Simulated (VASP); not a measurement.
# C in VASP: a series of runs, part 2 of 2

VASP 6.6.1.

### 3 Single point, r2SCAN

This run uses another cell than the first one.

The input, POSCAR:

```
C
1.0
    2.4561701622      0.0000000000      0.0000000000
   -1.2280850811      2.1271057565      0.0000000000
    0.0000000000      0.0000000000      8.5238033600
C
2
Direct
    0.6666666667      0.3333333333      0.0000000000
    0.3333333333      0.6666666667      0.0000000000
```

The input, INCAR.step1:

```
PREC     = Accurate       # precision mode
ENCUT    = 520            # plane-wave cutoff, eV
ISMEAR   = -1             # smearing method
SIGMA    = 0.05           # smearing width, eV
LREAL    = F              # projectors in reciprocal space
LASPH    = T              # aspherical terms in the spheres
NELM     = 80             # most SCF steps
NBANDS   = 11             # bands
GGA      = PE             # functional
ALGO     = Normal         # electronic algorithm
EDIFF    = 1E-4           # SCF threshold, eV
LWAVE    = T              # write WAVECAR
LCHARG   = F              # write CHGCAR
```

The input, INCAR.step2:

```
PREC     = Accurate       # precision mode
ENCUT    = 520            # plane-wave cutoff, eV
EDIFF    = 1E-6           # SCF threshold, eV
ISMEAR   = -1             # smearing method
SIGMA    = 0.05           # smearing width, eV
LREAL    = F              # projectors in reciprocal space
LASPH    = T              # aspherical terms in the spheres
NELM     = 80             # most SCF steps
ALGO     = Normal         # electronic algorithm
ISIF     = 2              # what is computed and relaxed
LWAVE    = F              # write WAVECAR
LCHARG   = F              # write CHGCAR
METAGGA  = R2SCAN         # meta-GGA
LMIXTAU  = T            
NBANDS   = 11             # bands
ISTART   = 1
```

The input, KPOINTS:

```
Automatic mesh
0
Gamma
  12 12 3
```

Potentials or basis: VASP PAW PBE potentials, release 64 (C).

Started as:

```
cat potpaw_PBE.64/C/POTCAR > POTCAR
cp INCAR.step1 INCAR
mpirun -np 1 vasp_std > vasp.out
cp INCAR.step2 INCAR
mpirun -np 1 vasp_std > vasp.out
```

OUTCAR:

```text
PREC = Accurate
   ENCUT = 520
   EDIFF = 1E-6
   ISMEAR = -1
   LREAL = F
   LASPH = T
   NELM = 80
   ISIF = 2
   METAGGA = R2SCAN
   ISTART = 1

 ion  position               nearest neighbor table
   1  0.667  0.333  0.000-   2 1.42   2 1.42   2 1.42
   2  0.333  0.667  0.000-   1 1.42   1 1.42   1 1.42

  LATTYP: Found a hexagonal cell.
 ALAT       =     2.4561701622
 C/A-ratio  =     3.4703635323

  Lattice vectors:

 A1 = (   2.4561701622,   0.0000000000,   0.0000000000)
[... 512 lines left out ...]
      6       6.6263      0.00000
      7       7.3667      0.00000
      8       7.6841      0.00000
      9      11.5612      0.00000
     10      14.7634      0.00000
     11      16.0136      0.00000

 [... further k-points ...]
[... 5 lines left out ...]
  --------------------------------------------------------------------------------------
  -------------------------------------------------------------------------------------
  Total        0.1050672      0.1050672     -0.0130112      0.0000000      0.0000000      0.0000000
  in kB        3.7800438      3.7800438     -0.4681092      0.0000000      0.0000000      0.0000000
  external PRESSURE =       2.3639928 kB  Pullay stress =       0.0000000 kB

 VOLUME and BASIS-vectors are now :
 -----------------------------------------------------------------------------
  energy-cutoff  :      520.00
  volume of cell :       44.53
      direct lattice vectors                 reciprocal lattice vectors
     2.456170162  0.000000000  0.000000000     0.407137916  0.235061185  0.000000000
    -1.228085081  2.127105756  0.000000000     0.000000000  0.470122370  0.000000000
     0.000000000  0.000000000  8.523803360     0.000000000  0.000000000  0.117318521

 POSITION                                       TOTAL-FORCE (eV/Angst)
 -----------------------------------------------------------------------------------
      1.22809      0.70904      0.00000        -0.000000     -0.000000      0.000000
     -0.00000      1.41807      0.00000         0.000000      0.000000      0.000000
 -----------------------------------------------------------------------------------
    total drift:                                0.000000     -0.000000      0.000000

  FREE ENERGIE OF THE ION-ELECTRON SYSTEM (eV)
  ---------------------------------------------------
  free  energy   TOTEN  =       -19.8369927735 eV

  energy  without entropy=      -19.8350673647  energy(sigma->0) =      -19.83603007
```

OUTCAR.step1:

```text
PREC = Accurate
   ENCUT = 520
   ISMEAR = -1
   LREAL = F
   LASPH = T
   NELM = 80
[... 555 lines left out ...]
 -----------------------------------------------------------------------------------
      1.22809      0.70904      0.00000         0.000000      0.000000      0.000000
     -0.00000      1.41807      0.00000        -0.000000     -0.000000      0.000000
 -----------------------------------------------------------------------------------
    total drift:                                0.000000     -0.000000      0.000000

  FREE ENERGIE OF THE ION-ELECTRON SYSTEM (eV)
  ---------------------------------------------------
  free  energy   TOTEN  =       -18.4428109023 eV

  energy  without entropy=      -18.4408854935  energy(sigma->0) =      -18.44184820
```

It took 54 s on 1 thread of Intel Xeon Platinum 8559C (Emerald Rapids), shared host; peak memory 0.15 GiB.

Results:

| Item | Value |
| --- | --- |
| Free energy | -19.8370 eV |
| Band gap on the k mesh | zero (filled and empty bands touch) |

Levels at points of the mesh, in eV from the Fermi level:
```
           k point  band 2  band 3  band 4  band 5  band 6  band 7
(0.00, 0.00, 0.00)   -8.15   -3.24   -3.24    3.38    5.82    7.32
(0.50, 0.00, 0.00)  -14.11   -6.85   -2.54    1.81    7.76   11.48
```

Caveat: the PAW data sets were made with another functional, which shifts forces and pressure a little.

### 4 Single point, r2SCAN

This run uses another cell than the first one.

POSCAR is that of step 3.

The input, INCAR.step1:

```
SYSTEM = C
ALGO = Normal
EDIFF = 1E-4
ENCUT = 520
GGA = PE
ISMEAR = -1
LASPH = .True.
LCHARG = .False.
LREAL = .False.
LWAVE = .True.
NBANDS = 11
NELM = 100
PREC = Accurate
SIGMA = 0.05
```

The input, INCAR.step2:

```
SYSTEM = C
ALGO = Normal
EDIFF = 1E-6
ENCUT = 520
ISIF = 2
ISMEAR = -1
ISTART = 1
LASPH = .True.
LCHARG = .True.
LELF = .True.
LMIXTAU = .True.
LREAL = .False.
LVHAR = .True.
LWAVE = .False.
METAGGA = R2SCAN
NBANDS = 11
NELM = 100
PREC = Accurate
SIGMA = 0.05
```

The input, KPOINTS:

```
k-points
0
Gamma
  12 12 3
  0 0 0
```

Started as:

```
cat potpaw_PBE.64/C/POTCAR > POTCAR
cp INCAR.step1 INCAR
mpirun -np 1 vasp_std > vasp.out
cp INCAR.step2 INCAR
mpirun -np 1 vasp_std > vasp.out
```

Wall time 54 s (1 thread of Intel Xeon Platinum 8559C (Emerald Rapids), shared host); peak memory 0.15 GiB.

It converged, with:

| Item | Value |
| --- | --- |
| Free energy | -19.8370 eV |
| Band gap on the k mesh | zero (filled and empty bands touch) |

Levels at points of the mesh, in eV from the Fermi level:
| k point | band 2 | band 3 | band 4 | band 5 | band 6 | band 7 |
| --- | --- | --- | --- | --- | --- | --- |
| (0.00, 0.00, 0.00) | -8.15 | -3.24 | -3.24 | 3.38 | 5.82 | 7.32 |
| (0.50, 0.00, 0.00) | -14.11 | -6.85 | -2.54 | 1.81 | 7.76 | 11.48 |

Caveat: the PAW data sets were made with another functional, which shifts forces and pressure a little.
